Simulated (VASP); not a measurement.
# W (Pm-3m) in VASP: further runs

Runs on W. Level: r2SCAN. Tasks: single point.

Program: VASP 6.6.1. These are calculated values, not measurements. Logs are shortened: lines on timing, memory, paths and dates and some standing lists are left out, and cuts for length are marked.

**1. The cell of the first run**

It takes space group Pm-3m (No. 221, cubic). The conventional cell has a = 2.587 Å, b = 2.587 Å, c = 2.587 Å, α = 90.00°, β = 90.00°, γ = 90.00°. Within 3.4 Å of W (site symmetry m-3m) lie 6 W at 2.59 Å.

**2. Single point, r2SCAN (volume scaled by 0.96)**

Input file POSCAR:

```
W
1.0
    2.5865601591      0.0000000000      0.0000000000
    0.0000000000      2.5865601591      0.0000000000
    0.0000000000      0.0000000000      2.5865601591
W
1
Direct
    0.0000000000      0.0000000000      0.0000000000
```

Input file INCAR.step1:

```
ALGO = Normal
EDIFF = 1E-4
ENCUT = 520
GGA = PE
ISMEAR = -1
LASPH = True
LCHARG = False
LREAL = False
LWAVE = True
NBANDS = 13
NELM = 100
PREC = Accurate
SIGMA = 0.1
```

Input file INCAR.step2:

```
ALGO = Normal
EDIFF = 1E-6
ENCUT = 520
ISIF = 2
ISMEAR = -1
ISTART = 1
LASPH = True
LCHARG = False
LMIXTAU = True
LREAL = False
LWAVE = False
METAGGA = R2SCAN
NBANDS = 13
NELM = 100
PREC = Accurate
SIGMA = 0.1
```

Input file KPOINTS:

```
k-points
0
Gamma
  13 13 13
```

Potentials or basis: VASP PAW PBE potentials, release 64 (W_sv).

Run with:

```
> cat potpaw_PBE.64/W_sv/POTCAR > POTCAR
> cp INCAR.step1 INCAR
> mpirun -np 1 vasp_std > vasp.out
> cp INCAR.step2 INCAR
> mpirun -np 1 vasp_std > vasp.out
```

OUTCAR:

```text
EDIFF = 1E-6
   ENCUT = 520
   ISIF = 2
   ISMEAR = -1
   ISTART = 1
   LASPH = True
   LREAL = False
   METAGGA = R2SCAN
   NELM = 100
   PREC = Accurate

 ion  position               nearest neighbor table
   1  0.000  0.000  0.000-

  LATTYP: Found a simple cubic cell.
 ALAT       =     2.5865601591

  Lattice vectors:

 A1 = (   2.5865601591,   0.0000000000,   0.0000000000)
 A2 = (   0.0000000000,   2.5865601591,   0.0000000000)
 A3 = (   0.0000000000,   0.0000000000,   2.5865601591)

Analysis of symmetry for initial positions (statically):
=====================================================================
 Subroutine PRICEL returns:
 Original cell was already a primitive cell.

 Routine SETGRP: Setting up the symmetry group for a
 simple cubic supercell.

 Subroutine GETGRP returns: Found 48 space group operations
 (whereof 48 operations were pure point group operations)
 out of a pool of 48 trial point group operations.

The static configuration has the point symmetry O_h .

Analysis of symmetry for dynamics (positions and initial velocities):
=====================================================================
 Subroutine PRICEL returns:
 Original cell was already a primitive cell.

 Routine SETGRP: Setting up the symmetry group for a
 simple cubic supercell.

 Subroutine GETGRP returns: Found 48 space group operations
 (whereof 48 operations were pure point group operations)
 out of a pool of 48 trial point group operations.

The dynamic configuration has the point symmetry O_h .

 Subroutine INISYM returns: Found 48 space group operations
 (whereof 48 operations are pure point group operations),
 and found     1 'primitive' translations

----------------------------------------------------------------------------------------

                                     Primitive cell

  volume of cell :      17.3048

  direct lattice vectors                    reciprocal lattice vectors
     2.586560159  0.000000000  0.000000000     0.386613857  0.000000000  0.000000000
     0.000000000  2.586560159  0.000000000     0.000000000  0.386613857  0.000000000
     0.000000000  0.000000000  2.586560159     0.000000000  0.000000000  0.386613857

  length of vectors
     2.586560159  2.586560159  2.586560159     0.386613857  0.386613857  0.386613857

  position of ions in fractional coordinates (direct lattice)
     0.000000000  0.000000000  0.000000000

  ion indices of the primitive-cell ions
   primitive index   ion index
                 1           1

----------------------------------------------------------------------------------------

 KPOINTS: k-points

Automatic generation of k-mesh.
 Grid dimensions read from file:
 generate k-points for:   13   13   13

 Generating k-lattice:

  Cartesian coordinates                     Fractional coordinates (reciprocal lattice)
     0.029739527  0.000000000  0.000000000     0.076923077  0.000000000  0.000000000
     0.000000000  0.029739527  0.000000000     0.000000000  0.076923077  0.000000000
     0.000000000  0.000000000  0.029739527     0.000000000  0.000000000  0.076923077

  Length of vectors
     0.029739527  0.029739527  0.029739527

  Shift w.r.t. Gamma in fractional coordinates (k-lattice)
     0.000000000  0.000000000  0.000000000

 Subroutine IBZKPT returns following result:
 ===========================================

 Found     84 irreducible k-points:

 Following reciprocal coordinates:
            Coordinates               Weight
  0.000000  0.000000  0.000000      1.000000
  0.076923  0.000000  0.000000      6.000000
  0.153846  0.000000  0.000000      6.000000
  0.230769  0.000000  0.000000      6.000000
  0.307692  0.000000  0.000000      6.000000
  0.384615  0.000000  0.000000      6.000000
[... 16 lines left out ...]
  0.307692  0.307692  0.000000     12.000000
  0.384615  0.307692  0.000000     24.000000
 [... further k-points ...]
   k-points           NKPTS =     84   k-points in BZ     NKDIM =     84   number of bands    NBANDS=     13
   number of dos      NEDOS =    301   number of ions     NIONS =      1
   total plane-waves  NPLWV =   8000
   dimension x,y,z NGX =    20 NGY =   20 NGZ =   20
   dimension x,y,z NGXF=    40 NGYF=   40 NGZF=   40
   ions per type =               1
   NGX,Y,Z   is equivalent  to a cutoff of  12.85, 12.85, 12.85 a.u.
   NGXF,Y,Z  is equivalent  to a cutoff of  25.71, 25.71, 25.71 a.u.
 SYSTEM =  unknown system
   PREC   = accura    normal or accurate (medium, high low for compatibility)
   ISTART =      1    job   : 0-new  1-cont  2-samecut
   ICHARG =      0    charge: 1-file 2-atom 10-const
   ISPIN  =      1    spin polarized calculation?
   LNONCOLLINEAR =      F non collinear calculations
   LSORBIT =      F    spin-orbit coupling
   LASPH  =      T    aspherical Exc in radial PAW
   ENCUT  =  520.0 eV  38.22 Ry    6.18 a.u.   4.81  4.81  4.81*2*pi/ulx,y,z
   NELM   =    100;   NELMIN=  2; NELMDL=  0     # of ELM steps
   EDIFF  = 0.1E-05   stopping-criterion for ELM
   LREAL  =      F    real-space projection
   EDIFFG = 0.1E-04   stopping-criterion for IOM
   NSW    =      0    number of steps for IOM
   IBRION =     -1    ionic relax: 0-MD 1-quasi-New 2-CG
   NFREE  =      0    steps in history (QN), initial steepest desc. (CG)
   ISIF   =      2    stress and relaxation
   ISYM   =      2    0-nonsym 1-usesym 2-fastsym
   POTIM  = 0.5000    time-step for ionic-motion
   TEBEG  =    0.0;   TEEND  =   0.0 temperature during run
   PSTRESS=    0.0 pullay stress
   NELECT =      14.0000    total number of electrons
   NUPDOWN=      -1.0000    fix difference up-down
   EMIN   =  10.00;   EMAX   =-10.00  energy-range for DOS
   EFERMI =   0.00;   METHOD = LEGACY
   ISMEAR =    -1;   SIGMA  =   0.10  broadening in eV -4-tet -1-fermi 0-gaus
   EFERMI_NEDOS =   21; number of points for ismear=-14 and -15
   IALGO  =     38    algorithm
   IMIX   =      4    mixing-type and parameters
     AMIX     =   0.40;   BMIX     =  1.00
     AMIX_MAG =   1.60;   BMIX_MAG =  1.00
  volume/ion in A,a.u.               =      17.30       116.78
  Fermi-wavevector in a.u.,A,eV,Ry     =   1.525439  2.882662 31.660281  2.326965
  Thomas-Fermi vector in A             =   2.633609
   LORBIT       =      0    0 simple, 1 ext, 2 COOP (PROOUT), +10 PAW based schemes
   METAGGA = R2SCAN    functional components
   LHFCALC =     F    Hartree Fock is set to
   AEXX    =    0.0000 exact exchange contribution
   IVDW    =     0    specifies the selected vdW correction
   LEPSILON=     F    determine dielectric tensor
   LRPA    =     F    only Hartree local field effects (RPA)
 non-spin polarized calculation
  energy-cutoff  :      520.00
  volume of cell :       17.30
 maximum number of plane-waves:       477
 NGX is ok and might be reduce to    20
   NGX =  9   NGY =  9   NGZ =  9

 number of electron      14.0000004 magnetization

 Free energy of the ion-electron system (eV)
  ---------------------------------------------------
  ext. energy  EPLUGINS =         0.00000000
  ---------------------------------------------------
  free energy    TOTEN  =       -49.79734662 eV

  energy without entropy =      -49.77345116  energy(sigma->0) =      -49.78539889

 E-fermi :  10.0659     XC(G=0): -14.1730

 val. band max:       10.0040859368   @ k =   0.3846   0.1538   0.1538
 cond. band min:      10.1050452280   @ k =   0.3846   0.3077   0.1538
 fundamental gap:      0.1009592911
 Fermi energy:        10.0659230366

 k-point     1 :       0.0000    0.0000    0.0000
  band No.  band energies     occupation
      1     -65.9907      2.00000
      2     -28.8256      2.00000
      3     -28.8256      2.00000
      4     -28.8256      2.00000
      5       0.7117      2.00000
      6       5.0099      2.00000
      7       5.0099      2.00000
      8      15.3836      0.00000
      9      15.3836      0.00000
     10      15.3836      0.00000
     11      26.0891      0.00000
     12      26.0891      0.00000
     13      26.0891      0.00000

 k-point     2 :       0.0769    0.0000    0.0000
  band No.  band energies     occupation
      1     -65.9830      2.00000
      2     -28.9260      2.00000
      3     -28.8173      2.00000
      4     -28.8173      2.00000
      5       0.9248      2.00000
      6       5.0659      2.00000
      7       5.2432      2.00000
      8      15.0231      0.00000
      9      15.0231      0.00000
     10      15.4080      0.00000
     11      24.9820      0.00000
     12      26.5559      0.00000
     13      26.5559      0.00000

 k-point     3 :       0.1538    0.0000    0.0000
  band No.  band energies     occupation
      1     -65.9616      2.00000
      2     -29.1981      2.00000
      3     -28.7944      2.00000
      4     -28.7944      2.00000
      5       1.4999      2.00000
      6       5.2248      2.00000
      7       5.9319      2.00000
      8      14.1506      0.00000
      9      14.1506      0.00000
     10      15.4761      0.00000
     11      22.9374      0.00000
     12      27.7223      0.00000
     13      27.7223      0.00000

 k-point     4 :       0.2308    0.0000    0.0000
  band No.  band energies     occupation
      1     -65.9313      2.00000
      2     -29.5677      2.00000
      3     -28.7619      2.00000
      4     -28.7619      2.00000
      5       2.2892      2.00000
      6       5.4593      2.00000
      7       6.9862      2.00000
      8      13.1286      0.00000
      9      13.1286      0.00000
     10      15.5738      0.00000
     11      21.0681      0.00000
     12      28.3949      0.00000
     13      29.1723      0.00000

 k-point     5 :       0.3077    0.0000    0.0000
  band No.  band energies     occupation
      1     -65.8991      2.00000
      2     -29.9437      2.00000
      3     -28.7272      2.00000
      4     -28.7272      2.00000
      5       3.1440      2.00000
      6       5.7231      2.00000
      7       8.1186      2.00000
      8      12.2115      0.00000
      9      12.2115      0.00000
     10      15.6796      0.00000
     11      19.8757      0.00000
     12      26.6300      0.00000
     13      30.6063      0.00000
[... 257 lines left out ...]
 k-point    22 :       0.4615    0.2308    0.0000
  band No.  band energies     occupation
      1     -65.7993      2.00000
      2     -30.3122      2.00000
      3     -29.3856      2.00000
      4     -28.6213      2.00000
      5       5.6183      2.00000
      6       6.1227      2.00000
      7       8.7023      2.00000
      8      11.5454      0.00000
      9      13.3431      0.00000
     10      13.8527      0.00000
     11      20.0923      0.00000
     12      27.1348      0.00000
     13      27.5685      0.00000

 k-point    23 :       0.3077    0.3077    0.0000
  band No.  band energies     occupation
      1     -65.8092      2.00000
      2     -29.8272      2.00000
      3     -29.7874      2.00000
      4     -28.6322      2.00000
      5       4.8805      2.00000
      6       6.3463      2.00000
      7      10.3172      0.14990
      8      11.1372      0.00004
      9      12.5538      0.00000
     10      12.9343      0.00000
     11      21.4306      0.00000
     12      24.1167      0.00000
     13      28.9467      0.00000

 k-point    24 :       0.3846    0.3077    0.0000
  band No.  band energies     occupation
      1     -65.7828      2.00000
      2     -30.0990      2.00000
      3     -29.7663      2.00000
      4     -28.6042      2.00000
      5       5.0362      2.00000
      6       6.1615      2.00000
      7      10.7242      0.00277
      8      12.0750      0.00000
      9      12.6768      0.00000
     10      12.9269      0.00000
     11      20.4810      0.00000
     12      24.8325      0.00000
     13      28.4059      0.00000

 [... further k-points ...]
[... 5 lines left out ...]
  --------------------------------------------------------------------------------------
  -------------------------------------------------------------------------------------
  Total        1.1346584      1.1346584      1.1346584      0.0000000     -0.0000000      0.0000000
  in kB      105.0528846    105.0528846    105.0528846      0.0000000     -0.0000000      0.0000000
  external PRESSURE =     105.0528846 kB  Pullay stress =       0.0000000 kB

 VOLUME and BASIS-vectors are now :
 -----------------------------------------------------------------------------
  energy-cutoff  :      520.00
  volume of cell :       17.30
      direct lattice vectors                 reciprocal lattice vectors
     2.586560159  0.000000000  0.000000000     0.386613857  0.000000000  0.000000000
     0.000000000  2.586560159  0.000000000     0.000000000  0.386613857  0.000000000
     0.000000000  0.000000000  2.586560159     0.000000000  0.000000000  0.386613857

 POSITION                                       TOTAL-FORCE (eV/Angst)
 -----------------------------------------------------------------------------------
      0.00000      0.00000      0.00000         0.000000      0.000000      0.000000
 -----------------------------------------------------------------------------------
    total drift:                               -0.000000      0.000000      0.000000

  FREE ENERGIE OF THE ION-ELECTRON SYSTEM (eV)
  ---------------------------------------------------
  free  energy   TOTEN  =       -49.7973466198 eV

  energy  without entropy=      -49.7734511562  energy(sigma->0) =      -49.78539889
```

Wall time 46 s (1 thread of Intel Xeon Platinum 8375C at 2.90GHz (Ice Lake), shared host); peak memory 0.14 GiB.

Results:

| Property | Result |
| --- | --- |
| Free energy | -49.7973 eV |
| Pressure | 10.5 GPa |
| Band gap on the k mesh | zero (band 7 reaches 12.18 eV, above the bottom of band 8 at 9.22 eV) |

Caveat: the cell differs from its parent crystal (volume scaled by 0.96); the PAW data sets were made with another functional, which shifts forces and pressure a little; spin-orbit coupling is left out, which moves the levels of the heavy elements.

**3. Single point, r2SCAN**

This run uses another cell than the first one, of 18.03 Å³/atom, 1.042 times its volume.

Input file POSCAR:

```
W
1.0
    2.6219968936      0.0000000000      0.0000000000
    0.0000000000      2.6219968936      0.0000000000
    0.0000000000      0.0000000000      2.6219968936
W
1
Direct
    0.0000000000      0.0000000000      0.0000000000
```

Input file INCAR.step1:

```
ALGO = Normal
EDIFF = 1E-4
ENCUT = 520
GGA = PE
ISMEAR = -1
LASPH = T
LCHARG = F
LREAL = F
LWAVE = T
NBANDS = 13
NELM = 100
PREC = Accurate
SIGMA = 0.1
```

Input file INCAR.step2:

```
ALGO = Normal
EDIFF = 1E-6
ENCUT = 520
ISIF = 2
ISMEAR = -1
ISTART = 1
LASPH = T
LCHARG = F
LMIXTAU = T
LREAL = F
LWAVE = F
METAGGA = R2SCAN
NBANDS = 13
NELM = 100
PREC = Accurate
SIGMA = 0.1
```

Input file KPOINTS:

```
k-points
0
Gamma
  12 12 12
```

Potentials or basis: VASP PAW PBE potentials, release 64 (W_sv).

Run with:

```
> cat potpaw_PBE.64/W_sv/POTCAR > POTCAR
> cp INCAR.step1 INCAR
> mpirun -np 1 vasp_std > vasp.out
> cp INCAR.step2 INCAR
> mpirun -np 1 vasp_std > vasp.out
```

It took 54 s on 1 thread of Intel Xeon Platinum 8375C at 2.90GHz (Ice Lake), shared host; peak memory 0.14 GiB.

Results (log left out):

| Quantity | Value |
| --- | --- |
| Free energy | -49.8488 eV |
| Pressure | 1.1 GPa |
| Band gap on the k mesh | zero (band 7 reaches 11.48 eV, above the bottom of band 8 at 8.77 eV) |

Levels at points of the mesh, in eV from the Fermi level:
| k point | band 4 | band 5 | band 6 | band 7 | band 8 | band 9 | band 10 | band 11 |
| --- | --- | --- | --- | --- | --- | --- | --- | --- |
| (0.00, 0.00, 0.00) | -38.93 | -9.08 | -4.77 | -4.77 | 5.11 | 5.11 | 5.11 | 15.70 |
| (0.50, 0.00, 0.00) | -38.80 | -5.39 | -3.73 | -0.88 | 1.12 | 1.12 | 5.52 | 9.73 |
| (0.50, 0.50, 0.00) | -38.68 | -5.84 | -3.16 | 1.93 | 1.93 | 4.95 | 4.95 | 7.65 |
| (0.50, 0.50, 0.50) | -39.98 | -4.07 | -4.07 | -4.07 | 7.86 | 7.94 | 7.94 | 12.19 |

Caveat: the PAW data sets were made with another functional, which shifts forces and pressure a little; spin-orbit coupling is left out, which moves the levels of the heavy elements.

**4. Single point, r2SCAN**

This run uses another cell than the first one, of 18.03 Å³/atom, 1.042 times its volume.

POSCAR is that of step 3.

Input file INCAR.step1:

```
SYSTEM = W
ALGO = Normal ; EDIFF = 1E-4
ENCUT = 520 ; GGA = PE
ISMEAR = -1 ; LASPH = .TRUE.
LCHARG = .FALSE. ; LREAL = .FALSE.
LWAVE = .TRUE. ; NBANDS = 13
NELM = 80 ; PREC = Accurate
SIGMA = 0.1
```

Input file INCAR.step2:

```
SYSTEM = W
ALGO = Normal ; EDIFF = 1E-6
ENCUT = 520 ; ISIF = 2
ISMEAR = -1 ; ISTART = 1
LASPH = .TRUE. ; LCHARG = .FALSE.
LMIXTAU = .TRUE. ; LREAL = .FALSE.
LWAVE = .FALSE. ; METAGGA = R2SCAN
NBANDS = 13 ; NELM = 80
PREC = Accurate ; SIGMA = 0.1
```

Input file KPOINTS:

```
k-points
0
G
  13 13 13
  0 0 0
```

Run with:

```
> cat potpaw_PBE.64/W_sv/POTCAR > POTCAR
> cp INCAR.step1 INCAR
> mpirun -np 1 vasp_std > vasp.out
> cp INCAR.step2 INCAR
> mpirun -np 1 vasp_std > vasp.out
```

Wall time 58 s (1 thread of Intel Xeon Platinum 8375C at 2.90GHz (Ice Lake), shared host); peak memory 0.14 GiB.

The run converged. Its results:

```yaml
Free_energy: -49.8216 eV
Pressure: 0.5 GPa
Band_gap_on_the_k_mesh: zero (band 7 reaches 11.56 eV, above the bottom of band 8 at 8.77 eV)
```

Levels at points of the mesh, in eV from the Fermi level:
```csv
k point,band 5,band 6,band 7,band 8,band 9,band 10
"(0.00, 0.00, 0.00)",-9.13,-4.81,-4.81,5.06,5.06,5.06
```

Caveat: the PAW data sets were made with another functional, which shifts forces and pressure a little; spin-orbit coupling is left out, which moves the levels of the heavy elements.

**5. Single point, r2SCAN (volume scaled by 1.04)**

Input file POSCAR:

```
W
1.0
    2.6565008095      0.0000000000      0.0000000000
    0.0000000000      2.6565008095      0.0000000000
    0.0000000000      0.0000000000      2.6565008095
W
1
Direct
    0.0000000000      0.0000000000      0.0000000000
```

Input file INCAR.step1:

```
  ALGO = Normal
  EDIFF = 1E-4
  ENCUT = 520
  GGA = PE
  ISMEAR = -1
  LASPH = True
  LCHARG = False
  LREAL = False
  LWAVE = True
  NBANDS = 13
  NELM = 100
  PREC = Accurate
  SIGMA = 0.1
```

Input file INCAR.step2:

```
  ALGO = Normal
  EDIFF = 1E-6
  ENCUT = 520
  ISIF = 2
  ISMEAR = -1
  ISTART = 1
  LASPH = True
  LCHARG = False
  LMIXTAU = True
  LREAL = False
  LWAVE = False
  METAGGA = R2SCAN
  NBANDS = 13
  NELM = 100
  PREC = Accurate
  SIGMA = 0.1
```

Input file KPOINTS:

```
k-points
0
Gamma
  13 13 13
```

Run with:

```
> cat potpaw_PBE.64/W_sv/POTCAR > POTCAR
> cp INCAR.step1 INCAR
> mpirun -np 1 vasp_std > vasp.out
> cp INCAR.step2 INCAR
> mpirun -np 1 vasp_std > vasp.out
```

It took 45 s on 1 thread of Intel Xeon Platinum 8375C at 2.90GHz (Ice Lake), shared host; peak memory 0.14 GiB.

It converged, with:

```yaml
Free_energy: -49.8052 eV
Pressure: -7.6 GPa
Band_gap_on_the_k_mesh: zero (band 7 reaches 10.98 eV, above the bottom of band 8 at 8.34 eV)
```

Levels at points of the mesh, in eV from the Fermi level:
```csv
k point,band 3,band 4,band 5,band 6,band 7,band 8,band 9,band 10,band 11,band 12
"(0.00, 0.00, 0.00)",-39.04,-39.04,-8.91,-4.58,-4.58,4.82,4.82,4.82,15.31,15.31
```

Caveat: the cell differs from its parent crystal (volume scaled by 1.04); the PAW data sets were made with another functional, which shifts forces and pressure a little; spin-orbit coupling is left out, which moves the levels of the heavy elements.

(Continued in part 2 of 2.)
